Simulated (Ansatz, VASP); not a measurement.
Two plane-wave programs on Ir

File INCAR:

```
SYSTEM = Ir
ALGO = Normal ; EDIFF = 1E-7
EDIFFG = -0.01 ; ENCUT = 600
GGA = RP ; IBRION = 2
ISIF = 3 ; ISMEAR = -1
LASPH = .True. ; LCHARG = .False.
LREAL = .False. ; LWAVE = .False.
NELM = 60 ; NSW = 80
PREC = Accurate ; SIGMA = 0.1
```

Contents of KPOINTS:

```
k-points
0
Gamma
  13 13 4
  0 0 0
```

The input POSCAR:

```
Ir
1.0
    2.7148619862      0.0000000000      0.0000000000
   -1.3574309931      2.3511394478      0.0000000000
    0.0000000000      0.0000000000      8.8667392469
Ir
4
Direct
    0.0000000000      0.0000000000      0.0000000000
    0.0000000000      0.0000000000      0.5000000000
    0.3333333333      0.6666666667      0.2500000000
    0.6666666667      0.3333333333      0.7500000000
```

Input for Ansatz:

```yaml
crystal:
  lattice:
    - [2.7148619862, 0.0, 0.0]
    - [-1.3574309931, 2.3511394478, 0.0]
    - [0.0, 0.0, 8.8667392469]
  atoms:
    - { symbol: Ir, position: [0.0, 0.0, 0.0] }
    - { symbol: Ir, position: [0.0, 0.0, 0.5] }
    - { symbol: Ir, position: [0.3333333333, 0.6666666667, 0.25] }
    - { symbol: Ir, position: [0.6666666667, 0.3333333333, 0.75] }
hamiltonian:
  xc: rpbe
  pseudopotentials:
    kind: paw
    azcp:
      Ir: "pseudopotentials/Ir.paw.azcp"
basis:
  ecutwfc: 420
  fft_grid_basis: typed
kpoints:
  mp_grid: { grid: [13, 13, 4], shift: [0, 0, 0] }
magnetization:
  spin_polarized: false
scf:
  occupations: { method: fermi_dirac, width: 0.1 }
relax:
  max_steps: 60
  f_tol: 0.01
  cell: {}
```

Alike in both runs: task relaxation of cell and atoms; functional RPBE; k mesh 13 × 13 × 4; occupations fermi-dirac, width 0.1 eV; no spin polarisation.

|  | VASP | Ansatz |
| --- | --- | --- |
| version | VASP 6.6.1 | Ansatz 0.2.0 |
| potentials or method | VASP PAW PBE potentials, release 64 (Ir), cutoff 600 eV | plane waves (420 eV) with PAW, scalar-relativistic |
| valence electrons in the cell | 36 | 68 |

```csv
,VASP,Ansatz,Ansatz less VASP
relaxed volume (Å³/atom),14.74,14.72,-0.022
relaxed cell length with the largest relative difference (Å),2.752,2.751,-0.0014
```

VASP's potentials were made for PBE, not for RPBE. VASP's potentials hold 36 valence electrons a cell and Ansatz's 68, so a difference there can come from the potentials and not from the codes.

Neither program's run includes spin-orbit coupling. Noted on VASP's run: too few bands were computed for a metal, which touches its energy and stress.
